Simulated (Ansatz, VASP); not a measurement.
# C in VASP and in Ansatz

```xyz
2
Lattice="0.0000 1.7677 1.7677 1.7677 0.0000 1.7677 1.7677 1.7677 0.0000" Properties=species:S:1:pos:R:3 pbc="T T T"
C     0.0000    0.0000    0.0000
C     0.8839    0.8839    0.8839
```

Alike in both runs: task single point; functional PBE; k mesh 10 × 10 × 10; no spin polarisation.

```csv
,VASP,Ansatz
version,VASP 6.6.1,Ansatz 0.2.0
potentials or method,"VASP PAW PBE potentials, release 64 (C)","plane waves, PAW"
plane-wave cutoff (eV),520,420
occupations,"gaussian, width 0.01 eV",fixed
valence electrons in the cell,8,8
```

```csv
,VASP,Ansatz,Ansatz less VASP
gap on the k mesh at the Fermi level (eV),4.23,4.23,+0.006
pressure (GPa),14.8,14.0,-0.79
```
